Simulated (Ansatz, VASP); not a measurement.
## Cs: VASP beside Ansatz

The input INCAR:

```
SYSTEM = Cs
ALGO     = Fast           ! electronic algorithm
EDIFF    = 1E-6           ! SCF threshold, eV
EDIFFG   = -0.005         ! ionic threshold
ENCUT    = 600            ! plane-wave cutoff, eV
GGA      = PE             ! functional
IBRION   = 2              ! ionic algorithm
ISIF     = 3              ! what is computed and relaxed
ISMEAR   = 0              ! smearing method
LASPH    = .True.         ! aspherical terms in the spheres
LCHARG   = .False.        ! write CHGCAR
LREAL    = .False.        ! projectors in reciprocal space
LWAVE    = .False.        ! write WAVECAR
NELM     = 80             ! most SCF steps
NSW      = 100            ! ionic steps
PREC     = Accurate       ! precision mode
SIGMA    = 0.1            ! smearing width, eV
```

The input KPOINTS:

```
k-points
0
Gamma
  10 10 10
  0 0 0
```

File POSCAR:

```
Cs
1.0
   -3.1284650600      3.1284650600      3.1284650600
    3.1284650600     -3.1284650600      3.1284650600
    3.1284650600      3.1284650600     -3.1284650600
Cs
1
Direct
    0.0000000000      0.0000000000      0.0000000000
```

Input for Ansatz:

```yaml
crystal:
  lattice:
    - [-3.12846506, 3.12846506, 3.12846506]
    - [3.12846506, -3.12846506, 3.12846506]
    - [3.12846506, 3.12846506, -3.12846506]
  atoms:
    - { symbol: Cs, position: [0.0, 0.0, 0.0] }
basis:
  ecutwfc: 420
kpoints:
  mp_grid: { grid: [10, 10, 10] }
hamiltonian:
  xc: pbe
scf:
  occupations: { method: gaussian, width: 0.1 }
output:
  forces: true
  stress: true
  eigenvalues: true
  write_density: true
  write_potential: true
  elf: true
  volumetric_format: npy
relax:
  adjacent_minimum: "off"
  f_tol: 0.005
  max_steps: 80
  cell: { stress_tol: 0.05 }
```

Alike in both runs: task relaxation of cell and atoms; functional PBE; k mesh 10 × 10 × 10; occupations gaussian, width 0.1 eV; no spin polarisation.

|  | VASP | Ansatz |
| --- | --- | --- |
| version | VASP 6.6.1 | Ansatz 0.2.0 |
| potentials or method | VASP PAW PBE potentials, release 64 (Cs_sv), cutoff 600 eV | scalar-relativistic, plane waves, PAW |
| valence electrons in the cell | 9 | 9 |

|  | VASP | Ansatz | Ansatz less VASP |
| --- | --- | --- | --- |
| gap on the k mesh at the Fermi level, each at its own relaxed structure (eV) | none | none | - |
| relaxed volume (Å³/atom) | 116.71 | 116.75 | +0.048 |
| relaxed cell length with the largest relative difference (Å) | 5.332 | 5.333 | +0.0007 |

A gap of «none» marks a metal or a gap that the smearing closes.

Neither program's run includes spin-orbit coupling.
